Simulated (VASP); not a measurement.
Here is a VASP 6.6.1 calculation.

The input INCAR:

```
PREC = Accurate ; ENCUT = 460
EDIFF = 1E-8 ; ISMEAR = -1
SIGMA = 0.08 ; LREAL = False
LASPH = True ; NELM = 200
ALGO = Normal ; ISIF = 2
LWAVE = False ; LCHARG = False
LEFG = True ; NBANDS = 44
GGA_COMPAT = False ; LMAXMIX = 6
```

File KPOINTS:

```
regular mesh
0
Gamma
  12 12 12
```

File POSCAR:

```
LaGe2Rh2
1.0
   -2.0971309614      2.0971309614      5.3035912840
    2.0971309614     -2.0971309614      5.3035912840
    2.0971309614      2.0971309614     -5.3035912840
La Ge Rh
1 2 2
Direct
    0.0000000000      0.0000000000      0.0000000000
    0.6278911800      0.6278911800      0.0000000000
    0.3721088200      0.3721088200      0.0000000000
    0.7500000000      0.2500000000      0.5000000000
    0.2500000000      0.7500000000      0.5000000000
```

Potentials or basis: VASP PAW LDA potentials, release 64 (La, Ge_d, Rh_sv_GW).

Run with:

```sh
$ cat potpaw_LDA.64/La/POTCAR potpaw_LDA.64/Ge_d/POTCAR potpaw_LDA.64/Rh_sv_GW/POTCAR > POTCAR
$ mpirun -np 1 vasp_std > vasp.out
```

(1) Estimate the band gap on the k mesh.

(2) Predict the largest force.

(3) Predict the pressure.

Answers

(1) zero (an odd number of electrons rules out a gap without spin polarisation).

(2) 0.146 eV/Å.

(3) -7.1 GPa.

Caveat: the cell stands under tension; without QUAD_EFG the Cq values of the log hold for a quadrupole moment of 1 mb, not for the nuclei; spin-orbit coupling is left out, which moves the levels of the heavy elements.
